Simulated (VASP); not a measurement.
# Pb (Fd-3m) in VASP: single point with PBEsol

Aim: the single point of Pb with PBEsol.

All numbers are computed with VASP 6.6.1; they aren't measurements. Logs are shortened: lines on timing, memory, paths and dates and some standing lists are left out, and cuts for length are marked.

### 1 The cell of the first run

The structure is cubic, space group Fd-3m (No. 227). The conventional cell has a = 6.878 Å, b = 6.878 Å, c = 6.878 Å, α = 90.00°, β = 90.00°, γ = 90.00°. Within 3.9 Å of Pb (site symmetry -43m) lie 4 Pb at 2.98 Å.

### 2 Single point, PBEsol, non-collinear spin, zero start, spin-orbit coupling

INCAR

```
SYSTEM = Pb
  ALGO = Normal
  EDIFF = 1E-7
  ENCUT = 520
  GGA = PS
  GGA_COMPAT = .False.
  ISIF = 2
  ISMEAR = -1
  LASPH = .True.
  LCHARG = .False.
  LORBIT = 11
  LORBMOM = .True.
  LREAL = .False.
  LSORBIT = .True.
  LWAVE = .False.
  MAGMOM = 0 0 0 0 0 0
  NBANDS = 40
  NELM = 150
  PREC = Accurate
  SIGMA = 0.05
```

KPOINTS

```
k-points
0
Gamma
  7 7 7
  0 0 0
```

POSCAR

```
Pb
1.0
    0.0000000000      3.4390000555      3.4390000555
    3.4390000555      0.0000000000      3.4390000555
    3.4390000555      3.4390000555      0.0000000000
Pb
2
Direct
    0.2500000000      0.2500000000      0.2500000000
    0.0000000000      0.0000000000      0.0000000000
```

Potentials or basis: VASP PAW PBE potentials, release 64 (Pb_d).

On the command line:

```
$ cat potpaw_PBE.64/Pb_d/POTCAR > POTCAR
$ mpirun -np 1 vasp_ncl > vasp.out
```

OUTCAR:

```text
SYSTEM = Pb
   EDIFF = 1E-7
   ENCUT = 520
   GGA = PS
   ISIF = 2
   ISMEAR = -1
   LASPH = .True.
   LORBIT = 11
   LREAL = .False.
   LSORBIT = .True.
   NELM = 150
   PREC = Accurate

 ion  position               nearest neighbor table
   1  0.250  0.250  0.250-   2 2.98   2 2.98   2 2.98   2 2.98
   2  0.000  0.000  0.000-   1 2.98   1 2.98   1 2.98   1 2.98

  LATTYP: Found a face centered cubic cell.
 ALAT       =     6.8780001110

  Lattice vectors:

 A1 = (   0.0000000000,   3.4390000555,   3.4390000555)
 A2 = (   3.4390000555,   0.0000000000,   3.4390000555)
 A3 = (   3.4390000555,   3.4390000555,   0.0000000000)

Analysis of symmetry for initial positions (statically):
=====================================================================
 Subroutine PRICEL returns:
 Original cell was already a primitive cell.

 Routine SETGRP: Setting up the symmetry group for a
 face centered cubic supercell.

 Subroutine GETGRP returns: Found 48 space group operations
 (whereof 24 operations were pure point group operations)
 out of a pool of 48 trial point group operations.

The static configuration has the point symmetry T_d .
 The point group associated with its full space group is O_h .

Analysis of symmetry for dynamics (positions and initial velocities):
=====================================================================
 Subroutine PRICEL returns:
 Original cell was already a primitive cell.

 Routine SETGRP: Setting up the symmetry group for a
 face centered cubic supercell.

 Subroutine GETGRP returns: Found 48 space group operations
 (whereof 24 operations were pure point group operations)
 out of a pool of 48 trial point group operations.

The dynamic configuration has the point symmetry T_d .
 The point group associated with its full space group is O_h .

Analysis of structural, dynamic, and magnetic symmetry:
=====================================================================
 Subroutine PRICEL returns:
 Original cell was already a primitive cell.

 Routine SETGRP: Setting up the symmetry group for a
 face centered cubic supercell.

 Subroutine GETGRP returns: Found 48 space group operations
 (whereof 24 operations were pure point group operations)
 out of a pool of 48 trial point group operations.

The overall configuration has the point symmetry T_d .
 The point group associated with its full space group is O_h .

 Subroutine INISYM returns: Found 48 space group operations
 (whereof 24 operations are pure point group operations),
 and found     1 'primitive' translations

----------------------------------------------------------------------------------------

                                     Primitive cell

  volume of cell :      81.3442

  direct lattice vectors                    reciprocal lattice vectors
     0.000000000  3.439000056  3.439000056    -0.145391100  0.145391100  0.145391100
     3.439000056  0.000000000  3.439000056     0.145391100 -0.145391100  0.145391100
     3.439000056  3.439000056  0.000000000     0.145391100  0.145391100 -0.145391100

  length of vectors
     4.863480519  4.863480519  4.863480519     0.251824772  0.251824772  0.251824772

  position of ions in fractional coordinates (direct lattice)
     0.250000000  0.250000000  0.250000000
     0.000000000  0.000000000  0.000000000

  ion indices of the primitive-cell ions
   primitive index   ion index
                 1           1
                 2           2

----------------------------------------------------------------------------------------

 KPOINTS: k-points

Automatic generation of k-mesh.
 Grid dimensions read from file:
 generate k-points for:    7    7    7

 Generating k-lattice:

  Cartesian coordinates                     Fractional coordinates (reciprocal lattice)
    -0.020770157  0.020770157  0.020770157     0.142857143  0.000000000  0.000000000
     0.020770157 -0.020770157  0.020770157     0.000000000  0.142857143  0.000000000
     0.020770157  0.020770157 -0.020770157     0.000000000  0.000000000  0.142857143

  Length of vectors
     0.035974967  0.035974967  0.035974967

  Shift w.r.t. Gamma in fractional coordinates (k-lattice)
     0.000000000  0.000000000  0.000000000

 Subroutine IBZKPT returns following result:
 ===========================================

 Found     20 irreducible k-points:

 Following reciprocal coordinates:
            Coordinates               Weight
  0.000000  0.000000  0.000000      1.000000
  0.142857  0.000000  0.000000      8.000000
  0.285714  0.000000  0.000000      8.000000
  0.428571  0.000000  0.000000      8.000000
  0.142857  0.142857  0.000000      6.000000
  0.285714  0.142857  0.000000     24.000000
[... 40 lines left out ...]
   POTIM  = 0.5000    time-step for ionic-motion
   TEBEG  =    0.0;   TEEND  =   0.0 temperature during run
   PSTRESS=    0.0 pullay stress
   NELECT =      28.0000    total number of electrons
   NUPDOWN=      -1.0000    fix difference up-down
   EMIN   =  10.00;   EMAX   =-10.00  energy-range for DOS
   EFERMI =   0.00;   METHOD = LEGACY
   ISMEAR =    -1;   SIGMA  =   0.05  broadening in eV -4-tet -1-fermi 0-gaus
   EFERMI_NEDOS =   21; number of points for ismear=-14 and -15
   IALGO  =     38    algorithm
   IMIX   =      4    mixing-type and parameters
     AMIX     =   0.40;   BMIX     =  1.00
     AMIX_MAG =   1.60;   BMIX_MAG =  1.00
  volume/ion in A,a.u.               =      40.67       274.47
  Fermi-wavevector in a.u.,A,eV,Ry     =   1.147322  2.168124 17.909999  1.316348
  Thomas-Fermi vector in A             =   2.284002
   LORBIT       =     11    0 simple, 1 ext, 2 COOP (PROOUT), +10 PAW based schemes
   GGA     = PS    functional components
   LHFCALC =     F    Hartree Fock is set to
   AEXX    =    0.0000 exact exchange contribution
   IVDW    =     0    specifies the selected vdW correction
   LEPSILON=     F    determine dielectric tensor
   LRPA    =     F    only Hartree local field effects (RPA)
  energy-cutoff  :      520.00
  volume of cell :       81.34
 maximum number of plane-waves:      4426
   NGX = 19   NGY = 19   NGZ = 19

 number of electron      28.0000000 magnetization       0.0000000      0.0000000      0.0000000

 number of electron      28.0000001 magnetization       0.0000000     -0.0000000     -0.0000000

 number of electron      28.0000001 magnetization      -0.0000000     -0.0000000     -0.0000000

 number of electron      28.0000001 magnetization       0.0000000     -0.0000000      0.0000000

 Free energy of the ion-electron system (eV)
  ---------------------------------------------------
  ext. energy  EPLUGINS =         0.00000000
  ---------------------------------------------------
  free energy    TOTEN  =        -8.56765826 eV

  energy without entropy =       -8.56563801  energy(sigma->0) =       -8.56664813

 E-fermi :   4.1695     XC(G=0):  -8.5909

 val. band max:        4.0240292186   @ k =   0.4286   0.0000   0.0000
 cond. band min:       4.2596259030   @ k =   0.1429   0.0000   0.0000
 fundamental gap:      0.2355966844
 Fermi energy:         4.1695343242

 k-point     1 :       0.0000    0.0000    0.0000
  band No.  band energies     occupation
      1     -14.1808      1.00000
      2     -14.1808      1.00000
      3     -14.1808      1.00000
      4     -14.1808      1.00000
      5     -14.0618      1.00000
      6     -14.0618      1.00000
[... 849 lines left out ...]
     39      12.7104      0.00000
     40      12.7104      0.00000

------------------------ aborting loop because EDIFF is reached ----------------------------------------

  FORCE on cell =-STRESS in cart. coord.  units (eV):
  Direction    XX          YY          ZZ          XY          YZ          ZX
  --------------------------------------------------------------------------------------
  -------------------------------------------------------------------------------------
  Total        0.3668817      0.3668817      0.3668817      0.0000000      0.0000000      0.0000000
  in kB        7.2262018      7.2262018      7.2262018      0.0000000      0.0000000      0.0000000
  external PRESSURE =       7.2262018 kB  Pullay stress =       0.0000000 kB

 VOLUME and BASIS-vectors are now :
 -----------------------------------------------------------------------------
  energy-cutoff  :      520.00
  volume of cell :       81.34
      direct lattice vectors                 reciprocal lattice vectors
     0.000000000  3.439000056  3.439000056    -0.145391100  0.145391100  0.145391100
     3.439000056  0.000000000  3.439000056     0.145391100 -0.145391100  0.145391100
     3.439000056  3.439000056  0.000000000     0.145391100  0.145391100 -0.145391100

 POSITION                                       TOTAL-FORCE (eV/Angst)
 -----------------------------------------------------------------------------------
      1.71950      1.71950      1.71950        -0.000000     -0.000000     -0.000000
      0.00000      0.00000      0.00000         0.000000      0.000000      0.000000
 -----------------------------------------------------------------------------------
    total drift:                                0.000000      0.000000      0.000000

  FREE ENERGIE OF THE ION-ELECTRON SYSTEM (eV)
  ---------------------------------------------------
  free  energy   TOTEN  =        -8.5676582567 eV

  energy  without entropy=       -8.5656380127  energy(sigma->0) =       -8.56664813

 orbital moment (x)

 # of ion     p       d       tot
 ----------------------------------------
  1        -0.000   0.000  -0.000
  2         0.000   0.000   0.000
 ----------------------------------------
           -0.000   0.000   0.000

 orbital moment (y)

 # of ion     p       d       tot
 ----------------------------------------
  1         0.000  -0.000   0.000
  2        -0.000  -0.000  -0.000
 ----------------------------------------
            0.000  -0.000   0.000

 orbital moment (z)

 # of ion     p       d       tot
 ----------------------------------------
  1        -0.000   0.000  -0.000
  2        -0.000  -0.000  -0.000
 ----------------------------------------
           -0.000   0.000  -0.000

 Spin-Orbit-Coupling matrix elements

 Ion:    1  E_soc:     -1.2662874
 l=   1
     0.0000000    -0.1431006    -0.1431006
    -0.1431006     0.0000000    -0.1431006
    -0.1431006    -0.1431006     0.0000000
 l=   2
     0.0000000    -0.0132726     0.0000000    -0.0132726    -0.0546747
    -0.0132726     0.0000000    -0.0410060    -0.0132726    -0.0136687
     0.0000000    -0.0410060     0.0000000    -0.0410060     0.0000000
    -0.0132726    -0.0132726    -0.0410060     0.0000000    -0.0136687
    -0.0546747    -0.0136687     0.0000000    -0.0136687     0.0000000
 l=   3
     0.0000000     0.0000000     0.0000000     0.0000000     0.0000000     0.0000000     0.0000000
     0.0000000     0.0000000     0.0000000     0.0000000     0.0000000     0.0000000     0.0000000
     0.0000000     0.0000000     0.0000000     0.0000000     0.0000000     0.0000000     0.0000000
     0.0000000     0.0000000     0.0000000     0.0000000     0.0000000     0.0000000     0.0000000
     0.0000000     0.0000000     0.0000000     0.0000000     0.0000000     0.0000000     0.0000000
     0.0000000     0.0000000     0.0000000     0.0000000     0.0000000     0.0000000     0.0000000
     0.0000000     0.0000000     0.0000000     0.0000000     0.0000000     0.0000000     0.0000000

 Ion:    2  E_soc:     -1.2662874
 l=   1
     0.0000000    -0.1431006    -0.1431006
    -0.1431006     0.0000000    -0.1431006
    -0.1431006    -0.1431006     0.0000000
 l=   2
     0.0000000    -0.0132726     0.0000000    -0.0132726    -0.0546747
    -0.0132726     0.0000000    -0.0410060    -0.0132726    -0.0136687
     0.0000000    -0.0410060     0.0000000    -0.0410060     0.0000000
    -0.0132726    -0.0132726    -0.0410060     0.0000000    -0.0136687
    -0.0546747    -0.0136687     0.0000000    -0.0136687     0.0000000
 l=   3
     0.0000000     0.0000000     0.0000000     0.0000000     0.0000000     0.0000000     0.0000000
     0.0000000     0.0000000     0.0000000     0.0000000     0.0000000     0.0000000     0.0000000
     0.0000000     0.0000000     0.0000000     0.0000000     0.0000000     0.0000000     0.0000000
     0.0000000     0.0000000     0.0000000     0.0000000     0.0000000     0.0000000     0.0000000
     0.0000000     0.0000000     0.0000000     0.0000000     0.0000000     0.0000000     0.0000000
     0.0000000     0.0000000     0.0000000     0.0000000     0.0000000     0.0000000     0.0000000
     0.0000000     0.0000000     0.0000000     0.0000000     0.0000000     0.0000000     0.0000000

 total charge

# of ion       s       p       d       tot
------------------------------------------
    1        1.320   0.920   9.802  12.042
    2        1.320   0.920   9.802  12.042
--------------------------------------------------
tot          2.639   1.840  19.605  24.084

 magnetization (x)

# of ion       s       p       d       tot
------------------------------------------
    1       -0.000   0.000   0.000   0.000
    2       -0.000  -0.000  -0.000  -0.000
--------------------------------------------------
tot         -0.000   0.000   0.000   0.000

 magnetization (y)

# of ion       s       p       d       tot
------------------------------------------
    1        0.000  -0.000   0.000  -0.000
    2        0.000  -0.000  -0.000  -0.000
--------------------------------------------------
tot          0.000  -0.000  -0.000  -0.000

 magnetization (z)

# of ion       s       p       d       tot
------------------------------------------
    1        0.000  -0.000   0.000  -0.000
    2        0.000  -0.000   0.000  -0.000
--------------------------------------------------
tot          0.000  -0.000   0.000  -0.000
```

Wall time 67 s (1 thread of Intel Xeon 6975P-C (Granite Rapids), shared host); peak memory 0.42 GiB.

Results:

| Quantity | Value |
| --- | --- |
| Free energy | -8.5677 eV |
| Pressure | 0.7 GPa |
| Net moment | 0.00 μB per cell |
| Valence electrons inside the program's atomic spheres | Pb 12.04 |

Moments on the atoms (μB; x, y, z):
```
Pb  0.00 0.00 0.00
Pb  0.00 0.00 0.00
```

Caveat: the PAW data sets were made with another functional, which shifts forces and pressure a little.
